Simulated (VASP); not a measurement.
# Ru (P6_3/mmc) in VASP: further runs

Ru is run at these levels: PBE; tasks: single point.

Everything below comes from runs of VASP 6.6.1. Logs are shortened: lines on timing, memory, paths and dates and some standing lists are left out, and cuts for length are marked.

## (1) The cell of the first run

The structure is hexagonal, space group P6_3/mmc (No. 194). The conventional cell has a = 2.721 Å, b = 2.721 Å, c = 4.296 Å, α = 90.00°, β = 90.00°, γ = 120.00°. Within 3.5 Å of Ru (site symmetry -6m2) lie 12 Ru at 2.66 to 2.72 Å.

## (2) Single point, PBE

INCAR reads:

```
SYSTEM = Ru
PREC = Accurate
ENCUT = 500
EDIFF = 1E-6
ISMEAR = -1
SIGMA = 0.08
LREAL = .FALSE.
LASPH = .TRUE.
NELM = 120
ALGO = Normal
ISIF = 2
LWAVE = .FALSE.
LCHARG = .FALSE.
GGA = PE
NBANDS = 21
GGA_COMPAT = .FALSE.
```

KPOINTS reads:

```
Automatic mesh
0
G
  18 18 10
  0 0 0
```

POSCAR reads:

```
Ru
1.0
    2.7207384562      0.0000000000      0.0000000000
   -1.3603692281      2.3562286201      0.0000000000
    0.0000000000      0.0000000000      4.2960587738
Ru
2
Direct
    0.3333333333      0.6666666667      0.2500000000
    0.6666666667      0.3333333333      0.7500000000
```

Potentials or basis: VASP PAW PBE potentials, release 64 (Ru_pv).

Command:

```console
$ cat potpaw_PBE.64/Ru_pv/POTCAR > POTCAR
$ mpirun -np 1 vasp_std > vasp.out
```

OUTCAR:

```text
SYSTEM = Ru
   PREC = Accurate
   ENCUT = 500
   EDIFF = 1E-6
   ISMEAR = -1
   LREAL = .FALSE.
   LASPH = .TRUE.
   NELM = 120
   ISIF = 2
   GGA = PE

 ion  position               nearest neighbor table
   1  0.333  0.667  0.250-   2 2.66   2 2.66   2 2.66   2 2.66   2 2.66   2 2.66
   2  0.667  0.333  0.750-   1 2.66   1 2.66   1 2.66   1 2.66   1 2.66   1 2.66

  LATTYP: Found a hexagonal cell.
 ALAT       =     2.7207384562
 C/A-ratio  =     1.5790046868

  Lattice vectors:

 A1 = (   2.7207384562,   0.0000000000,   0.0000000000)
 A2 = (  -1.3603692281,   2.3562286201,   0.0000000000)
 A3 = (   0.0000000000,   0.0000000000,   4.2960587738)

Analysis of symmetry for initial positions (statically):
=====================================================================
 Subroutine PRICEL returns:
 Original cell was already a primitive cell.

 Routine SETGRP: Setting up the symmetry group for a
 hexagonal supercell.

 Subroutine GETGRP returns: Found 24 space group operations
 (whereof 12 operations were pure point group operations)
 out of a pool of 24 trial point group operations.

The static configuration has the point symmetry D_3d.
 The point group associated with its full space group is D_6h.

Analysis of symmetry for dynamics (positions and initial velocities):
=====================================================================
 Subroutine PRICEL returns:
 Original cell was already a primitive cell.

 Routine SETGRP: Setting up the symmetry group for a
 hexagonal supercell.

 Subroutine GETGRP returns: Found 24 space group operations
 (whereof 12 operations were pure point group operations)
 out of a pool of 24 trial point group operations.

The dynamic configuration has the point symmetry D_3d.
 The point group associated with its full space group is D_6h.

 Subroutine INISYM returns: Found 24 space group operations
 (whereof 12 operations are pure point group operations),
 and found     1 'primitive' translations

----------------------------------------------------------------------------------------

                                     Primitive cell

  volume of cell :      27.5407

  direct lattice vectors                    reciprocal lattice vectors
     2.720738456  0.000000000  0.000000000     0.367547273  0.212203517  0.000000000
    -1.360369228  2.356228620  0.000000000     0.000000000  0.424407034  0.000000000
     0.000000000  0.000000000  4.296058774     0.000000000  0.000000000  0.232771490

  length of vectors
     2.720738456  2.720738456  4.296058774     0.424407034  0.424407034  0.232771490

  position of ions in fractional coordinates (direct lattice)
     0.333333333  0.666666667  0.250000000
     0.666666667  0.333333333  0.750000000

  ion indices of the primitive-cell ions
   primitive index   ion index
                 1           1
                 2           2

----------------------------------------------------------------------------------------

 KPOINTS: Automatic mesh

Automatic generation of k-mesh.
 Grid dimensions read from file:
 generate k-points for:   18   18   10

 Generating k-lattice:

  Cartesian coordinates                     Fractional coordinates (reciprocal lattice)
     0.020419293  0.011789084  0.000000000     0.055555556  0.000000000  0.000000000
     0.000000000  0.023578169  0.000000000     0.000000000  0.055555556  0.000000000
     0.000000000  0.000000000  0.023277149     0.000000000  0.000000000  0.100000000

  Length of vectors
     0.023578169  0.023578169  0.023277149

  Shift w.r.t. Gamma in fractional coordinates (k-lattice)
     0.000000000  0.000000000  0.000000000

 Subroutine IBZKPT returns following result:
 ===========================================

 Found    222 irreducible k-points:

 Following reciprocal coordinates:
            Coordinates               Weight
  0.000000  0.000000  0.000000      1.000000
  0.055556 -0.000000  0.000000      6.000000
  0.111111 -0.000000  0.000000      6.000000
  0.166667  0.000000  0.000000      6.000000
  0.222222 -0.000000  0.000000      6.000000
  0.277778  0.000000  0.000000      6.000000
[... 16 lines left out ...]
  0.333333  0.111111  0.000000     12.000000
  0.388889  0.111111  0.000000     12.000000
 [... further k-points ...]
   k-points           NKPTS =    222   k-points in BZ     NKDIM =    222   number of bands    NBANDS=     21
   number of dos      NEDOS =    301   number of ions     NIONS =      2
   total plane-waves  NPLWV =  12800
   dimension x,y,z NGX =    20 NGY =   20 NGZ =   32
   dimension x,y,z NGXF=    40 NGYF=   40 NGZF=   64
   ions per type =               2
   NGX,Y,Z   is equivalent  to a cutoff of  12.22, 12.22, 12.38 a.u.
   NGXF,Y,Z  is equivalent  to a cutoff of  24.44, 24.44, 24.77 a.u.
 SYSTEM =  Ru
   PREC   = accura    normal or accurate (medium, high low for compatibility)
   ISTART =      0    job   : 0-new  1-cont  2-samecut
   ICHARG =      2    charge: 1-file 2-atom 10-const
   ISPIN  =      1    spin polarized calculation?
   LNONCOLLINEAR =      F non collinear calculations
   LSORBIT =      F    spin-orbit coupling
   LASPH  =      T    aspherical Exc in radial PAW
   ENCUT  =  500.0 eV  36.75 Ry    6.06 a.u.   4.96  4.96  7.83*2*pi/ulx,y,z
   NELM   =    120;   NELMIN=  2; NELMDL= -5     # of ELM steps
   EDIFF  = 0.1E-05   stopping-criterion for ELM
   LREAL  =      F    real-space projection
   EDIFFG = 0.1E-04   stopping-criterion for IOM
   NSW    =      0    number of steps for IOM
   IBRION =     -1    ionic relax: 0-MD 1-quasi-New 2-CG
   NFREE  =      0    steps in history (QN), initial steepest desc. (CG)
   ISIF   =      2    stress and relaxation
   ISYM   =      2    0-nonsym 1-usesym 2-fastsym
   POTIM  = 0.5000    time-step for ionic-motion
   TEBEG  =    0.0;   TEEND  =   0.0 temperature during run
   PSTRESS=    0.0 pullay stress
   NELECT =      28.0000    total number of electrons
   NUPDOWN=      -1.0000    fix difference up-down
   EMIN   =  10.00;   EMAX   =-10.00  energy-range for DOS
   EFERMI =   0.00;   METHOD = LEGACY
   ISMEAR =    -1;   SIGMA  =   0.08  broadening in eV -4-tet -1-fermi 0-gaus
   EFERMI_NEDOS =   21; number of points for ismear=-14 and -15
   IALGO  =     38    algorithm
   IMIX   =      4    mixing-type and parameters
     AMIX     =   0.40;   BMIX     =  1.00
     AMIX_MAG =   1.60;   BMIX_MAG =  1.00
  volume/ion in A,a.u.               =      13.77        92.93
  Fermi-wavevector in a.u.,A,eV,Ry     =   1.646150  3.110772 36.869194  2.709809
  Thomas-Fermi vector in A             =   2.735827
   LORBIT       =      0    0 simple, 1 ext, 2 COOP (PROOUT), +10 PAW based schemes
   GGA     = PE    functional components
   LHFCALC =     F    Hartree Fock is set to
   AEXX    =    0.0000 exact exchange contribution
   IVDW    =     0    specifies the selected vdW correction
   LEPSILON=     F    determine dielectric tensor
   LRPA    =     F    only Hartree local field effects (RPA)
 non-spin polarized calculation
  energy-cutoff  :      500.00
  volume of cell :       27.54
 maximum number of plane-waves:       732
 NGX is ok and might be reduce to    20
   NGX =  9   NGY =  9   NGZ = 15

 number of electron      28.0000013 magnetization

 Free energy of the ion-electron system (eV)
  ---------------------------------------------------
  ext. energy  EPLUGINS =         0.00000000
  ---------------------------------------------------
  free energy    TOTEN  =       -18.48584311 eV

  energy without entropy =      -18.44962213  energy(sigma->0) =      -18.46773262

 E-fermi :  12.5880     XC(G=0): -14.0317

 val. band max:       12.5783841371   @ k =   0.4444   0.1111   0.5000
 cond. band min:      12.5920681283   @ k =   0.0000   0.0000   0.2000
 fundamental gap:      0.0136839912
 Fermi energy:        12.5880362078

 k-point     1 :       0.0000    0.0000    0.0000
  band No.  band energies     occupation
      1     -31.0128      2.00000
      2     -30.1217      2.00000
      3     -30.1217      2.00000
      4     -29.9570      2.00000
      5     -29.9570      2.00000
      6     -29.9164      2.00000
[... 13 lines left out ...]
     20      23.0254      0.00000
     21      23.0388      0.00000

 k-point     2 :       0.0556   -0.0000    0.0000
  band No.  band energies     occupation
      1     -31.0027      2.00000
      2     -30.1430      2.00000
      3     -30.1290      2.00000
      4     -29.9793      2.00000
      5     -29.9599      2.00000
      6     -29.9211      2.00000
[... 13 lines left out ...]
     20      23.0254      0.00000
     21      23.0380      0.00000

 k-point     3 :       0.1111   -0.0000    0.0000
  band No.  band energies     occupation
      1     -30.9730      2.00000
      2     -30.2043      2.00000
      3     -30.1496      2.00000
      4     -30.0429      2.00000
      5     -29.9685      2.00000
      6     -29.9353      2.00000
[... 13 lines left out ...]
     20      23.0253      0.00000
     21      23.0359      0.00000

 k-point     4 :       0.1667    0.0000    0.0000
  band No.  band energies     occupation
      1     -30.9256      2.00000
      2     -30.2983      2.00000
      3     -30.1802      2.00000
      4     -30.1387      2.00000
      5     -29.9824      2.00000
      6     -29.9590      2.00000
[... 13 lines left out ...]
     20      23.0253      0.00000
     21      23.0336      0.00000

 k-point     5 :       0.2222   -0.0000    0.0000
  band No.  band energies     occupation
      1     -30.8634      2.00000
      2     -30.4136      2.00000
      3     -30.2534      2.00000
      4     -30.2168      2.00000
      5     -30.0003      2.00000
      6     -29.9921      2.00000
[... 13 lines left out ...]
     20      23.0253      0.00000
     21      23.0313      0.00000
[... 382 lines left out ...]
     20      23.0252      0.00000
     21      23.0299      0.00000

 k-point    22 :       0.2778    0.1111    0.0000
  band No.  band energies     occupation
      1     -30.6898      2.00000
      2     -30.6389      2.00000
      3     -30.5106      2.00000
      4     -30.3020      2.00000
      5     -30.0973      2.00000
      6     -30.0874      2.00000
[... 13 lines left out ...]
     20      23.0242      0.00000
     21      23.0263      0.00000

 k-point    23 :       0.3333    0.1111    0.0000
  band No.  band energies     occupation
      1     -30.7268      2.00000
      2     -30.6149      2.00000
      3     -30.5698      2.00000
      4     -30.3469      2.00000
      5     -30.1496      2.00000
      6     -30.1075      2.00000
[... 13 lines left out ...]
     20      23.0250      0.00000
     21      23.2809      0.00000

 k-point    24 :       0.3889    0.1111    0.0000
  band No.  band energies     occupation
      1     -30.7839      2.00000
      2     -30.6083      2.00000
      3     -30.5542      2.00000
      4     -30.3758      2.00000
      5     -30.1955      2.00000
      6     -30.1205      2.00000
[... 13 lines left out ...]
     20      23.0246      0.00000
     21      23.6295      0.00000

 [... further k-points ...]

------------------------ aborting loop because EDIFF is reached ----------------------------------------

  FORCE on cell =-STRESS in cart. coord.  units (eV):
  Direction    XX          YY          ZZ          XY          YZ          ZX
  --------------------------------------------------------------------------------------
  -------------------------------------------------------------------------------------
  Total       -0.0133988     -0.0133988     -0.0082968      0.0000000      0.0000000      0.0000000
  in kB       -0.7794740     -0.7794740     -0.4826656      0.0000000      0.0000000      0.0000000
  external PRESSURE =      -0.6805379 kB  Pullay stress =       0.0000000 kB

 VOLUME and BASIS-vectors are now :
 -----------------------------------------------------------------------------
  energy-cutoff  :      500.00
  volume of cell :       27.54
      direct lattice vectors                 reciprocal lattice vectors
     2.720738456  0.000000000  0.000000000     0.367547273  0.212203517  0.000000000
    -1.360369228  2.356228620  0.000000000     0.000000000  0.424407034  0.000000000
     0.000000000  0.000000000  4.296058774     0.000000000  0.000000000  0.232771490

 POSITION                                       TOTAL-FORCE (eV/Angst)
 -----------------------------------------------------------------------------------
     -0.00000      1.57082      1.07401        -0.000000     -0.000000      0.000000
      1.36037      0.78541      3.22204         0.000000      0.000000      0.000000
 -----------------------------------------------------------------------------------
    total drift:                               -0.000000      0.000000     -0.000000

  FREE ENERGIE OF THE ION-ELECTRON SYSTEM (eV)
  ---------------------------------------------------
  free  energy   TOTEN  =       -18.4858431127 eV

  energy  without entropy=      -18.4496221337  energy(sigma->0) =      -18.46773262
```

It took 88 s on 1 thread of Intel Xeon 8259CL, shared host; peak memory 0.21 GiB.

What came out:

* Free energy: -18.4858 eV
* Pressure: -0.1 GPa
* Band gap on the k mesh: zero (bands 14 and 15 overlap by 3.06 eV)

Levels at points of the mesh, in eV from the Fermi level:
```
           k point  band 10  band 11  band 12  band 13  band 14  band 15  band 16  band 17  band 18  band 19
(0.00, 0.00, 0.00)    -2.54    -2.35    -1.87    -1.87    -1.38    -1.38     1.15     1.15     1.30    10.16
(0.50, 0.00, 0.00)    -2.97    -2.03    -1.78    -1.48     1.38     1.79     1.87     3.98     6.01    10.43
(0.00, 0.00, 0.50)    -2.71    -2.71    -2.71    -2.66    -2.66     0.53     0.53     0.53     0.53    10.44
(0.50, 0.00, 0.50)    -4.43    -1.05    -1.05     0.43     0.43     1.63     1.63     3.33     3.33    10.35
```

## (3) Single point, PBE

INCAR reads:

```
SYSTEM = Ru
ALGO     = Normal         ! electronic algorithm
EDIFF    = 1E-6           ! SCF threshold, eV
ENCUT    = 500            ! plane-wave cutoff, eV
GGA      = PE             ! functional
GGA_COMPAT= .False.      
ISIF     = 2              ! what is computed and relaxed
ISMEAR   = -1             ! smearing method
LASPH    = .True.         ! aspherical terms in the spheres
LCHARG   = .True.         ! write CHGCAR
LELF     = .True.         ! ELF
LREAL    = .False.        ! projectors in reciprocal space
LVHAR    = .True.       
LWAVE    = .False.        ! write WAVECAR
NBANDS   = 21             ! bands
NELM     = 120            ! most SCF steps
PREC     = Accurate       ! precision mode
SIGMA    = 0.08           ! smearing width, eV
```

KPOINTS reads:

```
k-points
0
Gamma
  14 14 8
  0 0 0
```

POSCAR reads:

```
Ru
1.0
    1.3603692281     -2.3562286201      0.0000000000
    1.3603692281      2.3562286201      0.0000000000
    0.0000000000      0.0000000000      4.2960587738
Ru
2
Direct
    0.6666666670      0.3333333330      0.2500000000
    0.3333333330      0.6666666670      0.7500000000
```

Potentials or basis: VASP PAW PBE potentials, release 64 (Ru_pv).

Command:

```console
$ cat potpaw_PBE.64/Ru_pv/POTCAR > POTCAR
$ mpirun -np 1 vasp_std > vasp.out
```

Wall time 47 s (1 thread of Intel Xeon 8259CL, shared host); peak memory 0.17 GiB.

The run converged. Its results:

- Free energy: -18.4838 eV
- Pressure: 0.0 GPa
- Band gap on the k mesh: zero (bands 14 and 15 overlap by 3.06 eV)

Stress tensor (GPa, compression positive):
```
 0.19  0.00  0.00
 0.00  0.19  0.00
 0.00  0.00 -0.34
```

Levels at points of the mesh, in eV from the Fermi level:
```
           k point  band 12  band 13  band 14  band 15  band 16  band 17
(0.00, 0.00, 0.00)    -1.87    -1.87    -1.38    -1.38     1.15     1.15
(0.50, 0.00, 0.00)    -1.78    -1.48     1.38     1.79     1.87     3.98
(0.00, 0.00, 0.50)    -2.71    -2.66    -2.66     0.53     0.53     0.53
(0.50, 0.00, 0.50)    -1.05     0.43     0.43     1.63     1.63     3.34
```
